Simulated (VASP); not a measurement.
Wanted: the native input for a VASP 6.6.1 run.

* Task: single point
* Functional: r2SCAN
* Potentials or basis: VASP PAW PBE potentials, release 64 (Ge_d)
* Cutoff: 520 eV
* k mesh: 7 × 7 × 4
* Occupations: fermi-dirac, width 0.05 eV
* Spin: no spin polarisation
* Dipole correction: no
* Further INCAR settings: ALGO = Normal; EDIFF = 1e-07; NBANDS = 36

Crystal: Ge.

```
CELL_PARAMETERS angstrom
4.03063 0.00000 0.00000
-2.01531 3.49062 0.00000
0.00000 0.00000 6.65392
ATOMIC_POSITIONS crystal
Ge 0.66667 0.33333 0.06290
Ge 0.33333 0.66667 0.56290
Ge 0.66667 0.33333 0.43710
Ge 0.33333 0.66667 0.93710
```

This isn't the form of Ge at room conditions, which is diamond.

The input as run:

POSCAR

```
Ge
1.0
    4.0306253991      0.0000000000      0.0000000000
   -2.0153126996      3.4906239587      0.0000000000
    0.0000000000      0.0000000000      6.6539207875
Ge
4
Direct
    0.6666666667      0.3333333333      0.0629010000
    0.3333333333      0.6666666667      0.5629010000
    0.6666666667      0.3333333333      0.4370990000
    0.3333333333      0.6666666667      0.9370990000
```

INCAR.step1

```
PREC = Accurate
ENCUT = 520
ISMEAR = -1
SIGMA = 0.05
LREAL = False
LASPH = True
NELM = 80
NBANDS = 36
GGA = PE
ALGO = Normal
EDIFF = 1E-4
LWAVE = True
LCHARG = False
```

INCAR.step2

```
PREC = Accurate
ENCUT = 520
EDIFF = 1E-7
ISMEAR = -1
SIGMA = 0.05
LREAL = False
LASPH = True
NELM = 80
ALGO = Normal
ISIF = 2
LWAVE = False
LCHARG = False
METAGGA = R2SCAN
LMIXTAU = True
NBANDS = 36
ISTART = 1
```

KPOINTS

```
regular mesh
0
Gamma
  7 7 4
```

Potentials or basis: VASP PAW PBE potentials, release 64 (Ge_d).

The run is started by

```bash
$ cat potpaw_PBE.64/Ge_d/POTCAR > POTCAR
$ cp INCAR.step1 INCAR
$ mpirun -np 1 vasp_std > vasp.out
$ cp INCAR.step2 INCAR
$ mpirun -np 1 vasp_std > vasp.out
```

Results of the run:

```json
{
  "Pressure": "-1.6 GPa",
  "Largest force": "0.007 eV/Å",
  "Band gap on the k mesh": "zero (filled and empty bands touch)"
}
```

Caveat: semilocal functionals underestimate gaps, so a narrow gap can read as zero; the PAW data sets were made with another functional, which shifts forces and pressure a little.

It took 8.2 min on 1 thread of Intel Xeon 8259CL, with other jobs on the host, peak memory 0.24 GiB.
